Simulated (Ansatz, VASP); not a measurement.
**Be: VASP beside Ansatz**

File INCAR:

```
ALGO = Fast
EDIFF = 1E-6
ENCUT = 520
GGA = PS
ISIF = 2
ISMEAR = 0
LASPH = T
LCHARG = T
LELF = T
LREAL = F
LVHAR = T
LWAVE = F
NBANDS = 9
NELM = 100
PREC = Accurate
SIGMA = 0.15
```

The input KPOINTS:

```
k-points
0
Gamma
  24 24 14
```

POSCAR

```
Be
1.0
    2.2995019849      0.0000000000      0.0000000000
   -1.1497509925      2.1656770093      0.0000000000
    0.0000000000      0.0000000000      3.6009000000
Be
2
Direct
    0.3333333333      0.6666666667      0.2500000000
    0.6666666667      0.3333333333      0.7500000000
```

Input for Ansatz:

```yaml
crystal:
  lattice:
    - [2.2995019849, 0.0, 0.0]
    - [-1.1497509925, 2.1656770093, 0.0]
    - [0.0, 0.0, 3.6009]
  atoms:
    - { symbol: Be, position: [0.3333333333, 0.6666666667, 0.25] }
    - { symbol: Be, position: [0.6666666667, 0.3333333333, 0.75] }
basis:
  ecutwfc: 420
kpoints:
  mp_grid: { grid: [24, 24, 14] }
hamiltonian:
  xc: pbesol
scf:
  occupations: { method: gaussian, width: 0.15 }
output:
  forces: true
  stress: true
  eigenvalues: true
```

Change from the starting cell: strain +0.0875 x Voigt [0, 1, 0, 0, 0, 0], atoms carried along.

Alike in both runs: task single point; functional PBEsol; k mesh 24 × 24 × 14; occupations gaussian, width 0.15 eV; no spin polarisation.

|  | VASP | Ansatz |
| --- | --- | --- |
| version | VASP 6.6.1 | Ansatz 0.2.0 |
| potentials or method | VASP PAW PBE potentials, release 64 (Be), cutoff 520 eV | scalar-relativistic, plane waves, PAW |
| valence electrons in the cell | 4 | 4 |

```tsv
	VASP	Ansatz	Ansatz less VASP
gap on the k mesh at the Fermi level (eV)	none	none	-
pressure (GPa)	-12.0	-12.3	-0.26
traceless stress, the component that is largest in VASP (GPa)	-13.10	-13.04	+0.065
rms of the force components (eV/Å)	0.061	0.060	-0.0011
```

VASP's potentials were made for PBE, not for PBEsol. Atom by atom the forces differ by 0.001 eV/Å (rms over components). A gap of «none» marks a metal or a gap that the smearing closes.
